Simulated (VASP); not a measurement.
## YAu: single point with LDA

Crystal: YAu.

```
Y Au
1.0
     1.81851   -5.39455    0.00000
     1.81851    5.39455    0.00000
     0.00000    0.00000    4.56087
Y Au
2 2
Direct
  0.86060 0.13940 0.75000
  0.13940 0.86060 0.25000
  0.58663 0.41337 0.75000
  0.41337 0.58663 0.25000
```

| Item | Value |
| --- | --- |
| Program | VASP 6.6.1 |
| Task | single point |
| Functional | LDA |
| Potentials or basis | VASP PAW LDA potentials, release 64 (Y_sv, Au) |
| Cutoff | 520 eV |
| k mesh | 8 × 8 × 6 |
| Occupations | fermi-dirac, width 0.1 eV |
| Spin | no spin polarisation |
| Dipole correction | no |
| Further INCAR settings | ALGO = Normal; EDIFF = 1e-06; NBANDS = 30 |

```
Pressure               : 0.1 GPa
Largest force          : 0.006 eV/Å
Band gap on the k mesh : zero (bands 22 and 23 overlap by 1.65 eV)
```

Forces in eV/Å, atoms in the order of the input:
```
Y    0.000  0.006  0.000
Y    0.000 -0.006  0.000
Au   0.000  0.001  0.000
Au   0.000 -0.001  0.000
```

Levels at points of the mesh, in eV from the Fermi level:
| k point | band 20 | band 21 | band 22 | band 23 | band 24 | band 25 |
| --- | --- | --- | --- | --- | --- | --- |
| (0.00, 0.00, 0.00) | -3.37 | -0.37 | 0.71 | 0.97 | 1.55 | 1.57 |
| (0.50, 0.00, 0.00) | -3.04 | -1.24 | -1.05 | -0.89 | 0.18 | 1.16 |
| (0.50, 0.50, 0.00) | -4.30 | -0.28 | 0.36 | 0.71 | 1.27 | 1.81 |
| (0.00, 0.00, 0.50) | -4.11 | -0.62 | -0.62 | 0.68 | 0.68 | 1.31 |
| (0.50, 0.00, 0.50) | -3.36 | -0.56 | -0.56 | 0.21 | 0.21 | 0.90 |
| (0.50, 0.50, 0.50) | -3.96 | -2.36 | -2.36 | 1.28 | 1.28 | 2.15 |

Wall time 7.2 min on 1 thread of Oxide Virtual Turin-like Processor, with other jobs on the host, peak memory 0.32 GiB.

Caveat: spin-orbit coupling is left out, which moves the levels of the heavy elements.
